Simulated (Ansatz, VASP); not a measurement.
**Ga2BAs3 in VASP and in Ansatz**

```
CELL_PARAMETERS angstrom
5.07725 0.00000 0.00000
-2.53863 4.39703 0.00000
0.00000 0.00000 4.81027
ATOMIC_POSITIONS crystal
Ga 0.33333 0.66667 0.00000
Ga 0.66667 0.33333 0.00000
B 0.00000 0.00000 0.00000
As 0.33333 0.66667 0.50000
As 0.66667 0.33333 0.50000
As 0.00000 0.00000 0.50000
```

Alike in both runs: functional PBE; k mesh 6 × 6 × 2; occupations gaussian, width 0.1 eV; no spin polarisation.

Ansatz relaxed the structure, and its values are those at the end. VASP's run is a single point on that final structure, the one shown.

|  | VASP | Ansatz |
| --- | --- | --- |
| version | VASP 6.6.1 | Ansatz 0.2.0 |
| potentials or method | VASP PAW PBE potentials, release 64 (Ga_d, B, As), cutoff 520 eV | scalar-relativistic, plane waves, PAW |
| valence electrons in the cell | 44 | 74 |

```csv
,VASP,Ansatz,Ansatz less VASP
gap on the k mesh at the Fermi level (eV),none,none,-
pressure (GPa),0.1,0.0,-0.15
```

A gap of «none» marks a metal or a gap that the smearing closes. With one functional, cell and mesh, what is left measures potentials, basis and numerics. VASP's potentials hold 44 valence electrons a cell and Ansatz's 74, so a difference there can come from the potentials and not from the codes.

The k mesh is coarse, so the values compare programs but aren't converged.
